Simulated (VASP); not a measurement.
A run of VASP 6.6.1:

POSCAR

```
BP
1.0
    0.0000000000      2.4699044516      2.4699044516
    2.4699044516      0.0000000000      2.4699044516
    2.4699044516      2.4699044516      0.0000000000
B P
1 1
Direct
    0.0000000000      0.0000000000      0.0000000000
    0.2500000000      0.2500000000      0.2500000000
```

INCAR.step1

```
PREC = Accurate
ENCUT = 520
EDIFF = 1E-5
ISMEAR = 0
SIGMA = 0.05
LREAL = False
LASPH = True
NELM = 80
ALGO = Normal
ISIF = 2
LWAVE = True
GGA = PE
NBANDS = 11
```

File INCAR.step2:

```
PREC = Accurate
ENCUT = 520
EDIFF = 1E-6
ISMEAR = 0
SIGMA = 0.05
LREAL = False
LASPH = True
NELM = 80
ALGO = Normal
ISIF = 2
LWAVE = False
LCHARG = True
GGA = PE
LHFCALC = True
HFSCREEN = 0.2079
PRECFOCK = Normal
LELF = True
LVHAR = True
ISTART = 1
NBANDS = 11
```

KPOINTS

```
regular mesh
0
Gamma
  6 6 6
```

Potentials or basis: VASP PAW PBE potentials, release 64 (B, P).

The run is started by

```sh
$ cat potpaw_PBE.64/B/POTCAR potpaw_PBE.64/P/POTCAR > POTCAR
$ cp INCAR.step1 INCAR
$ mpirun -np 1 vasp_std > vasp.out
$ cp INCAR.step2 INCAR
$ mpirun -np 1 vasp_std > vasp.out
```

Hardware: 1 thread of Intel(R) Xeon(R) Platinum 8375C CPU @ 2.90GHz (Ice Lake), on a shared host.

Problem. Estimate the wall time of this run.

Solution. Wall time 5.4 min on 1 thread of Intel(R) Xeon(R) Platinum 8375C CPU @ 2.90GHz (Ice Lake), with other jobs on the host, peak memory 0.26 GiB. Counts: k points 16.
